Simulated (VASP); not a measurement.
Input of a VASP 6.6.1 run:

INCAR

```
  ALGO = Normal
  EDIFF = 1E-7
  ENCUT = 520
  GGA = PE
  ISIF = 2
  ISMEAR = -1
  LASPH = True
  LCHARG = False
  LREAL = Auto
  LWAVE = False
  NBANDS = 126
  NELM = 60
  PREC = Accurate
  SIGMA = 0.05
```

Contents of KPOINTS:

```
k-points
0
Gamma
  3 3 1
```

POSCAR

```
WC
1.0
    5.7780000000      0.0000000000      0.0000000000
   -2.8890000000      5.0038950000      0.0000000000
    0.0000000000      0.0000000000     19.0675000000
W C
12 12
Direct
    0.0000000000      0.0000000000      0.0524452603
    0.0188216420      0.0060752674      0.2016782483
   -0.0064299560      0.0691061663      0.3590926970
   -0.0000047463      0.4999905074      0.0524452603
    0.0161916990      0.5172570568      0.2023862593
    0.0170386961      0.5450154330      0.3560823391
    0.5000000000      0.0000000000      0.0524452603
    0.5137353634      0.0204440741      0.2022446571
    0.5095490125      0.0401087553      0.3575508063
    0.4999952537      0.4999905074      0.0524452603
    0.5079842726      0.5049266621      0.2040645077
    0.4966809060      0.5484327709      0.3687478694
    0.3333350820      0.1666701639      0.1265766356
    0.3520802325      0.1747039057      0.2833617412
    0.3474475132      0.2095367709      0.4187439360
    0.3333303357      0.6666606713      0.1265766356
    0.3546220560      0.6992752646      0.2700878458
    0.3324306717      0.7250551820      0.4199396880
    0.8333350820      0.1666701639      0.1265766356
    0.8396544533      0.1729053068      0.2750386784
    0.8307485422      0.2427708815      0.4205165858
    0.8333303357      0.6666606713      0.1265766356
    0.8502305678      0.7006342060      0.2774459158
    0.8762263016      0.7291919595      0.4138770159
```

Potentials or basis: VASP PAW PBE potentials, release 64 (W_sv, C).

Command:

```bash
$ cat potpaw_PBE.64/W_sv/POTCAR potpaw_PBE.64/C/POTCAR > POTCAR
$ mpirun -np 1 vasp_std > vasp.out
```

(1) Estimate the largest force.

(2) Predict the band gap on the k mesh.

## Answers

(1) 5.891 eV/Å.

(2) zero (bands 108 and 109 overlap by 0.95 eV).

Caveat: the k points lie up to 0.42 Å⁻¹ apart, too coarse for converged energies and pressures of a metal; spin-orbit coupling is left out, which moves the levels of the heavy elements.
